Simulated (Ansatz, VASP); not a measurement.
# Two plane-wave programs on Y

```xyz
1
Lattice="0.0000 2.5270 2.5270 2.5270 0.0000 2.5270 2.5270 2.5270 0.0000" Properties=species:S:1:pos:R:3 pbc="T T T"
Y     0.0000    0.0000    0.0000
```

Alike in both runs: task single point; functional PBE; k mesh 6 × 6 × 6; occupations gaussian, width 0.05 eV; no spin polarisation.

|  | VASP | Ansatz |
| --- | --- | --- |
| version | VASP 6.6.1 | Ansatz 0.2.0 |
| potentials or method | VASP PAW PBE potentials, release 64 (Y_sv), cutoff 520 eV | scalar-relativistic, plane waves, PAW |
| valence electrons in the cell | 11 | 11 |

|  | VASP | Ansatz | Ansatz less VASP |
| --- | --- | --- | --- |
| pressure (GPa) | -0.1 | 0.0 | +0.12 |

With one functional, cell and mesh, what is left measures potentials, basis and numerics.
